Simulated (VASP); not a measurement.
# Al (a cell with a defect) in VASP: a series of runs

Runs on Al (a cell with a defect). Level: PBEsol. Tasks: single point.

Everything below comes from runs of VASP 6.6.1. Logs are shortened: lines on timing, memory, paths and dates and some standing lists are left out, and cuts for length are marked.

## Step 1: The cell of the first run

The cell holds a defect, 31 atoms: a = 8.100 Å, b = 8.100 Å, c = 8.100 Å, α = 90.00°, β = 90.00°, γ = 90.00°.

## Step 2: Single point, PBEsol

The input, INCAR:

```
ALGO     = Normal         # electronic algorithm
EDIFF    = 1E-6           # SCF threshold, eV
ENCUT    = 520            # plane-wave cutoff, eV
GGA      = PS             # functional
ISIF     = 2              # what is computed and relaxed
ISMEAR   = 0              # smearing method
LASPH    = True           # aspherical terms in the spheres
LCHARG   = False          # write CHGCAR
LREAL    = Auto         
LWAVE    = False          # write WAVECAR
NBANDS   = 68             # bands
NELM     = 80             # most SCF steps
PREC     = Accurate       # precision mode
SIGMA    = 0.1            # smearing width, eV
```

The input, KPOINTS:

```
k-points
0
Gamma
  2 2 2
```

The input, POSCAR:

```
Al
1.0
    8.1000000000      0.0000000000      0.0000000000
    0.0000000000      8.1000000000      0.0000000000
    0.0000000000      0.0000000000      8.1000000000
Al
31
Direct
    0.4986135401      0.0000000000     -0.0013864599
    0.7500000000      0.0000000000      0.2500000000
    0.0013864599      0.0000000000     -0.0013864599
    0.2500000000      0.2486135401     -0.0013864599
    0.4994781615      0.5000000000     -0.0005218385
    0.7500000000      0.7505218385     -0.0005218385
    0.2500000000      0.0000000000      0.2500000000
    0.4994781615      0.2494781615      0.2500000000
    0.7500000000      0.2494781615     -0.0005218385
    0.4986135401      0.0000000000      0.5013864599
    0.7500000000      0.2494781615      0.5005218385
    0.7500000000      0.0000000000      0.7500000000
    0.0005218385      0.5000000000     -0.0005218385
    0.2500000000      0.7513864599     -0.0013864599
    0.0005218385      0.2494781615      0.2500000000
    0.2500000000      0.5000000000      0.2500000000
    0.4994781615      0.7505218385      0.2500000000
    0.0013864599      0.0000000000      0.5013864599
    0.2500000000      0.2486135401      0.5013864599
    0.4994781615      0.5000000000      0.5005218385
    0.7500000000      0.7505218385      0.5005218385
    0.2500000000      0.0000000000      0.7500000000
    0.4986135401      0.2486135401      0.7500000000
    0.7500000000      0.5000000000      0.7500000000
    0.0005218385      0.7505218385      0.2500000000
    0.0005218385      0.5000000000      0.5005218385
    0.2500000000      0.7513864599      0.5013864599
    0.0013864599      0.2486135401      0.7500000000
    0.2500000000      0.5000000000      0.7500000000
    0.4986135401      0.7513864599      0.7500000000
    0.0013864599      0.7513864599      0.7500000000
```

Potentials or basis: VASP PAW PBE potentials, release 64 (Al).

The run is started by

```console
cat potpaw_PBE.64/Al/POTCAR > POTCAR
mpirun -np 1 vasp_std > vasp.out
```

OUTCAR:

```text
EDIFF = 1E-6
   ENCUT = 520
   GGA = PS
   ISIF = 2
   ISMEAR = 0
   LASPH = True
   LREAL = Auto
   NELM = 80
   PREC = Accurate

 ion  position               nearest neighbor table
   1  0.499  0.000  0.999-   4 2.85  14 2.85  22 2.85  23 2.85  30 2.85   7 2.86  12 2.86  17 2.87
                             9 2.87   6 2.87   8 2.87   2 2.88
   2  0.750  0.000  0.250-   6 2.86   8 2.86   9 2.86  11 2.86  15 2.86  17 2.86  21 2.86  25 2.86
                            10 2.88  18 2.88   3 2.88   1 2.88
   3  0.001  0.000  0.999-   4 2.85  14 2.85  22 2.85  28 2.85  31 2.85   7 2.86  12 2.86   6 2.87
                            25 2.87   9 2.87  15 2.87   2 2.88
   4  0.250  0.249  0.999-   1 2.85   3 2.85  22 2.85  23 2.85  28 2.85   7 2.86  29 2.86   5 2.87
                             8 2.87  13 2.87  15 2.87  16 2.88
   5  0.499  0.500  0.999-  29 2.86  24 2.86  16 2.86  23 2.87  14 2.87   4 2.87  30 2.87   9 2.87
                             6 2.87   8 2.87  17 2.87
   6  0.750  0.751  0.999-  12 2.86   2 2.86  24 2.86   1 2.87   3 2.87  30 2.87  31 2.87   5 2.87
                            25 2.87  13 2.87  17 2.87
   7  0.250  0.000  0.250-   8 2.86  15 2.86  17 2.86  25 2.86  10 2.86  14 2.86   3 2.86   4 2.86
                            18 2.86  19 2.86   1 2.86  27 2.86
   8  0.499  0.249  0.250-   7 2.86   2 2.86  16 2.86   1 2.87  10 2.87   4 2.87  19 2.87  11 2.87
                             9 2.87   5 2.87  20 2.87
   9  0.750  0.249  0.999-  12 2.86   2 2.86  24 2.86   1 2.87  23 2.87   3 2.87  28 2.87  15 2.87
[... 31 lines left out ...]
  25  0.001  0.751  0.250-   7 2.86   2 2.86  16 2.86  14 2.87   3 2.87  18 2.87  27 2.87   6 2.87
                            21 2.87  26 2.87  13 2.87
  26  0.001  0.500  0.501-  29 2.86  24 2.86  16 2.86  27 2.87  28 2.87  19 2.87  31 2.87  15 2.87
                            21 2.87  11 2.87  25 2.87
  27  0.250  0.751  0.501-  10 2.85  18 2.85  22 2.85  30 2.85  31 2.85   7 2.86  29 2.86  26 2.87
                            20 2.87  17 2.87  25 2.87  16 2.88
  28  0.001  0.249  0.750-   3 2.85   4 2.85  18 2.85  19 2.85  22 2.85  12 2.86  29 2.86   9 2.87
                            13 2.87  26 2.87  11 2.87  24 2.88
  29  0.250  0.500  0.750-   5 2.86  13 2.86  20 2.86  26 2.86  19 2.86   4 2.86  23 2.86  14 2.86
                            27 2.86  28 2.86  30 2.86  31 2.86
  30  0.499  0.751  0.750-   1 2.85  10 2.85  14 2.85  22 2.85  27 2.85  12 2.86  29 2.86  21 2.87
                             6 2.87   5 2.87  20 2.87  24 2.88
  31  0.001  0.751  0.750-   3 2.85  14 2.85  18 2.85  22 2.85  27 2.85  12 2.86  29 2.86   6 2.87
                            26 2.87  13 2.87  21 2.87  24 2.88

  LATTYP: Found a simple cubic cell.
 ALAT       =     8.1000000000

  Lattice vectors:

 A1 = (   8.1000000000,   0.0000000000,   0.0000000000)
 A2 = (   0.0000000000,   8.1000000000,   0.0000000000)
 A3 = (   0.0000000000,   0.0000000000,   8.1000000000)

Analysis of symmetry for initial positions (statically):
=====================================================================
 Subroutine PRICEL returns:
 Original cell was already a primitive cell.

 Routine SETGRP: Setting up the symmetry group for a
 simple cubic supercell.

 Subroutine GETGRP returns: Found 48 space group operations
 (whereof  4 operations were pure point group operations)
 out of a pool of 48 trial point group operations.

The static configuration has the point symmetry C_2v.
 The point group associated with its full space group is O_h .

Analysis of symmetry for dynamics (positions and initial velocities):
=====================================================================
 Subroutine PRICEL returns:
 Original cell was already a primitive cell.

 Routine SETGRP: Setting up the symmetry group for a
 simple cubic supercell.

 Subroutine GETGRP returns: Found 48 space group operations
 (whereof  4 operations were pure point group operations)
 out of a pool of 48 trial point group operations.

The dynamic configuration has the point symmetry C_2v.
 The point group associated with its full space group is O_h .

 Subroutine INISYM returns: Found 48 space group operations
 (whereof  4 operations are pure point group operations),
 and found     1 'primitive' translations

----------------------------------------------------------------------------------------

                                     Primitive cell

  volume of cell :     531.4410

  direct lattice vectors                    reciprocal lattice vectors
     8.100000000  0.000000000  0.000000000     0.123456790  0.000000000  0.000000000
[... 74 lines left out ...]

 KPOINTS: k-points

Automatic generation of k-mesh.
 Grid dimensions read from file:
 generate k-points for:    2    2    2

 Generating k-lattice:

  Cartesian coordinates                     Fractional coordinates (reciprocal lattice)
     0.061728395  0.000000000  0.000000000     0.500000000  0.000000000  0.000000000
     0.000000000  0.061728395  0.000000000     0.000000000  0.500000000  0.000000000
     0.000000000  0.000000000  0.061728395     0.000000000  0.000000000  0.500000000

  Length of vectors
     0.061728395  0.061728395  0.061728395

  Shift w.r.t. Gamma in fractional coordinates (k-lattice)
     0.000000000  0.000000000  0.000000000

 Subroutine IBZKPT returns following result:
 ===========================================

 Found      4 irreducible k-points:

 Following reciprocal coordinates:
            Coordinates               Weight
  0.000000  0.000000  0.000000      1.000000
  0.500000  0.000000  0.000000      3.000000
  0.500000  0.500000  0.000000      3.000000
  0.500000  0.500000  0.500000      1.000000
   k-points           NKPTS =      4   k-points in BZ     NKDIM =      4   number of bands    NBANDS=     68
   number of dos      NEDOS =    301   number of ions     NIONS =     31
   total plane-waves  NPLWV = 216000
   dimension x,y,z NGX =    60 NGY =   60 NGZ =   60
   dimension x,y,z NGXF=   120 NGYF=  120 NGZF=  120
   ions per type =              31
   NGX,Y,Z   is equivalent  to a cutoff of  12.31, 12.31, 12.31 a.u.
   NGXF,Y,Z  is equivalent  to a cutoff of  24.63, 24.63, 24.63 a.u.
 SYSTEM =  unknown system
   PREC   = accura    normal or accurate (medium, high low for compatibility)
   ISTART =      0    job   : 0-new  1-cont  2-samecut
   ICHARG =      2    charge: 1-file 2-atom 10-const
   ISPIN  =      1    spin polarized calculation?
   LNONCOLLINEAR =      F non collinear calculations
   LSORBIT =      F    spin-orbit coupling
   LASPH  =      T    aspherical Exc in radial PAW
   ENCUT  =  520.0 eV  38.22 Ry    6.18 a.u.  15.06 15.06 15.06*2*pi/ulx,y,z
   NELM   =     80;   NELMIN=  2; NELMDL= -5     # of ELM steps
   EDIFF  = 0.1E-05   stopping-criterion for ELM
   LREAL  =      T    real-space projection
   EDIFFG = 0.1E-04   stopping-criterion for IOM
   NSW    =      0    number of steps for IOM
   IBRION =     -1    ionic relax: 0-MD 1-quasi-New 2-CG
   NFREE  =      0    steps in history (QN), initial steepest desc. (CG)
   ISIF   =      2    stress and relaxation
   ISYM   =      2    0-nonsym 1-usesym 2-fastsym
   POTIM  = 0.5000    time-step for ionic-motion
   TEBEG  =    0.0;   TEEND  =   0.0 temperature during run
   PSTRESS=    0.0 pullay stress
   NELECT =      93.0000    total number of electrons
   NUPDOWN=      -1.0000    fix difference up-down
   EMIN   =  10.00;   EMAX   =-10.00  energy-range for DOS
   EFERMI =   0.00;   METHOD = LEGACY
   ISMEAR =     0;   SIGMA  =   0.10  broadening in eV -4-tet -1-fermi 0-gaus
   EFERMI_NEDOS =   21; number of points for ismear=-14 and -15
   IALGO  =     38    algorithm
   IMIX   =      4    mixing-type and parameters
     AMIX     =   0.40;   BMIX     =  1.00
     AMIX_MAG =   1.60;   BMIX_MAG =  1.00
  volume/ion in A,a.u.               =      17.14       115.69
  Fermi-wavevector in a.u.,A,eV,Ry     =   0.915695  1.730412 11.408446  0.838497
  Thomas-Fermi vector in A             =   2.040466
   LORBIT       =      0    0 simple, 1 ext, 2 COOP (PROOUT), +10 PAW based schemes
   GGA     = PS    functional components
   LHFCALC =     F    Hartree Fock is set to
   AEXX    =    0.0000 exact exchange contribution
   IVDW    =     0    specifies the selected vdW correction
   LEPSILON=     F    determine dielectric tensor
   LRPA    =     F    only Hartree local field effects (RPA)
 non-spin polarized calculation
 Gauss-broadening in eV      SIGMA  =   0.10
  energy-cutoff  :      520.00
  volume of cell :      531.44
 maximum number of plane-waves:     14400
   NGX = 31   NGY = 31   NGZ = 31

 number of electron      93.0000000 magnetization

 Free energy of the ion-electron system (eV)
  ---------------------------------------------------
  ext. energy  EPLUGINS =         0.00000000
  ---------------------------------------------------
  free energy    TOTEN  =      -125.24913547 eV

  energy without entropy =     -125.06515376  energy(sigma->0) =     -125.15714462

 E-fermi :   7.2123     XC(G=0): -10.0887

 val. band max:        7.2041248523   @ k =   0.5000   0.0000   0.0000
 cond. band min:       7.2233878964   @ k =   0.5000   0.0000   0.0000
 fundamental gap:      0.0192630441
 Fermi energy:         7.2122890680

 k-point     1 :       0.0000    0.0000    0.0000
  band No.  band energies     occupation
      1      -3.4300      2.00000
      2      -1.2862      2.00000
      3      -1.2862      2.00000
      4      -1.2290      2.00000
      5      -1.2290      2.00000
      6      -1.2290      2.00000
[... 233 lines left out ...]
     57      10.9502      0.00000
     58      11.0158      0.00000
 [bands above 58 left out]

------------------------ aborting loop because EDIFF is reached ----------------------------------------

  FORCE on cell =-STRESS in cart. coord.  units (eV):
  Direction    XX          YY          ZZ          XY          YZ          ZX
  --------------------------------------------------------------------------------------
  -------------------------------------------------------------------------------------
  Total       -6.2552777     -6.2552777     -6.2552777      0.0000000      0.0000000     -0.0000000
  in kB      -18.8582817    -18.8582817    -18.8582817      0.0000000      0.0000000     -0.0000000
  external PRESSURE =     -18.8582817 kB  Pullay stress =       0.0000000 kB

 VOLUME and BASIS-vectors are now :
 -----------------------------------------------------------------------------
  energy-cutoff  :      520.00
  volume of cell :      531.44
      direct lattice vectors                 reciprocal lattice vectors
     8.100000000  0.000000000  0.000000000     0.123456790  0.000000000  0.000000000
     0.000000000  8.100000000  0.000000000     0.000000000  0.123456790  0.000000000
     0.000000000  0.000000000  8.100000000     0.000000000  0.000000000  0.123456790

 POSITION                                       TOTAL-FORCE (eV/Angst)
 -----------------------------------------------------------------------------------
      4.03877      0.00000      8.08877        -0.020010      0.000000     -0.020010
      6.07500      0.00000      2.02500         0.000000      0.000000     -0.000000
      0.01123      0.00000      8.08877         0.020010      0.000000     -0.020010
      2.02500      2.01377      8.08877         0.000000     -0.020010     -0.020010
      4.04577      4.05000      8.09577        -0.006740      0.000000     -0.006740
      6.07500      6.07923      8.09577         0.000000      0.006740     -0.006740
[... 23 lines left out ...]
      4.03877      6.08623      6.07500        -0.020010      0.020010     -0.000000
      0.01123      6.08623      6.07500         0.020010      0.020010     -0.000000
 -----------------------------------------------------------------------------------
    total drift:                               -0.000000      0.000000     -0.000000

  FREE ENERGIE OF THE ION-ELECTRON SYSTEM (eV)
  ---------------------------------------------------
  free  energy   TOTEN  =      -125.2491354749 eV

  energy  without entropy=     -125.0651537630  energy(sigma->0) =     -125.15714462
```

Wall time 4.8 min (1 thread of Intel Xeon 8259CL, shared host); peak memory 0.48 GiB.

Results:

- Free energy: -125.2491 eV
- Pressure: -1.9 GPa
- Largest force: 0.028 eV/Å
- Band gap on the k mesh: zero (an odd number of electrons rules out a gap without spin polarisation)

Forces in eV/Å, atoms in the order of the input:
```
Al  -0.020  0.000 -0.020
Al   0.000  0.000  0.000
Al   0.020  0.000 -0.020
Al   0.000 -0.020 -0.020
Al  -0.007  0.000 -0.007
Al   0.000  0.007 -0.007
Al   0.000  0.000  0.000
Al  -0.007 -0.007  0.000
Al   0.000 -0.007 -0.007
Al  -0.020  0.000  0.020
Al   0.000 -0.007  0.007
Al   0.000  0.000  0.000
Al   0.007  0.000 -0.007
Al   0.000  0.020 -0.020
Al   0.007 -0.007  0.000
Al   0.000  0.000  0.000
Al  -0.007  0.007  0.000
Al   0.020  0.000  0.020
Al   0.000 -0.020  0.020
Al  -0.007  0.000  0.007
Al   0.000  0.007  0.007
Al   0.000  0.000  0.000
Al  -0.020 -0.020  0.000
Al   0.000  0.000  0.000
Al   0.007  0.007  0.000
Al   0.007  0.000  0.007
Al   0.000  0.020  0.020
Al   0.020 -0.020  0.000
Al   0.000  0.000  0.000
Al  -0.020  0.020  0.000
Al   0.020  0.020  0.000
```

Caveat: the k points lie up to 0.39 Å⁻¹ apart, too coarse for converged energies and pressures of a metal; the PAW data sets were made with another functional, which shifts forces and pressure a little.

## Step 3: Single point, PBEsol

The input, INCAR:

```
PREC = Accurate ; ENCUT = 520
EDIFF = 1E-6 ; ISMEAR = 0
SIGMA = 0.1 ; LREAL = Auto
LASPH = T ; NELM = 80
ALGO = Normal ; ISIF = 2
LWAVE = F ; LCHARG = F
GGA = PS ; NBANDS = 68
```

The input, KPOINTS:

```
regular mesh
0
Gamma
  2 2 2
```

The input, POSCAR:

```
Al
1.0
    8.1000000000      0.0000000000      0.0000000000
    0.0000000000      8.1000000000      0.0000000000
    0.0000000000      0.0000000000      8.1000000000
Al
31
Direct
    0.4986135802      0.0000000000     -0.0013864198
    0.7500000000      0.0000000000      0.2500000000
    0.0013864198      0.0000000000     -0.0013864198
    0.2500000000      0.2486135802     -0.0013864198
    0.4994781481      0.5000000000     -0.0005218519
    0.7500000000      0.7505218519     -0.0005218519
    0.2500000000      0.0000000000      0.2500000000
    0.4994781481      0.2494781481      0.2500000000
    0.7500000000      0.2494781481     -0.0005218519
    0.4986135802      0.0000000000      0.5013864198
    0.7500000000      0.2494781481      0.5005218519
    0.7500000000      0.0000000000      0.7500000000
    0.0005218519      0.5000000000     -0.0005218519
    0.2500000000      0.7513864198     -0.0013864198
    0.0005218519      0.2494781481      0.2500000000
    0.2500000000      0.5000000000      0.2500000000
    0.4994781481      0.7505218519      0.2500000000
    0.0013864198      0.0000000000      0.5013864198
    0.2500000000      0.2486135802      0.5013864198
    0.4994781481      0.5000000000      0.5005218519
    0.7500000000      0.7505218519      0.5005218519
    0.2500000000      0.0000000000      0.7500000000
    0.4986135802      0.2486135802      0.7500000000
    0.7500000000      0.5000000000      0.7500000000
    0.0005218519      0.7505218519      0.2500000000
    0.0005218519      0.5000000000      0.5005218519
    0.2500000000      0.7513864198      0.5013864198
    0.0013864198      0.2486135802      0.7500000000
    0.2500000000      0.5000000000      0.7500000000
    0.4986135802      0.7513864198      0.7500000000
    0.0013864198      0.7513864198      0.7500000000
```

Potentials or basis: VASP PAW PBE potentials, release 64 (Al).

The run is started by

```console
cat potpaw_PBE.64/Al/POTCAR > POTCAR
mpirun -np 1 vasp_std > vasp.out
```

It took 4.1 min on 1 thread of Intel Xeon 8259CL, shared host; peak memory 0.48 GiB.

It converged, with:

```
Free energy            : -125.2491 eV
Pressure               : -1.9 GPa
Largest force          : 0.028 eV/Å
Band gap on the k mesh : zero (an odd number of electrons rules out a gap without spin polarisation)
```

Forces on the atoms (eV/Å):
```
Al  -0.020  0.000 -0.020
Al   0.000  0.000  0.000
Al   0.020  0.000 -0.020
Al   0.000 -0.020 -0.020
Al  -0.007  0.000 -0.007
Al   0.000  0.007 -0.007
Al   0.000  0.000  0.000
Al  -0.007 -0.007  0.000
Al   0.000 -0.007 -0.007
Al  -0.020  0.000  0.020
Al   0.000 -0.007  0.007
Al   0.000  0.000  0.000
Al   0.007  0.000 -0.007
Al   0.000  0.020 -0.020
Al   0.007 -0.007  0.000
Al   0.000  0.000  0.000
Al  -0.007  0.007  0.000
Al   0.020  0.000  0.020
Al   0.000 -0.020  0.020
Al  -0.007  0.000  0.007
Al   0.000  0.007  0.007
Al   0.000  0.000  0.000
Al  -0.020 -0.020  0.000
Al   0.000  0.000  0.000
Al   0.007  0.007  0.000
Al   0.007  0.000  0.007
Al   0.000  0.020  0.020
Al   0.020 -0.020  0.000
Al   0.000  0.000  0.000
Al  -0.020  0.020  0.000
Al   0.020  0.020  0.000
```

Levels at points of the mesh, in eV from the Fermi level:
```
           k point  band 42  band 43  band 44  band 45  band 46  band 47  band 48  band 49  band 50  band 51
(0.00, 0.00, 0.00)    -0.37    -0.06    -0.06    -0.06     0.52     0.66     0.66     0.66     0.75     0.75
(0.50, 0.00, 0.00)    -0.54    -0.48    -0.10    -0.01     0.01     0.02     0.04     0.04     0.36     0.58
(0.50, 0.50, 0.00)    -0.81    -0.75    -0.75    -0.06    -0.05    -0.05     0.67     1.22     1.23     1.26
(0.50, 0.50, 0.50)    -0.42    -0.42    -0.37    -0.37    -0.37    -0.37    -0.36    -0.36    -0.04    -0.04
```

Caveat: the k points lie up to 0.39 Å⁻¹ apart, too coarse for converged energies and pressures of a metal; the PAW data sets were made with another functional, which shifts forces and pressure a little.

(Continued in part 2 of 2.)
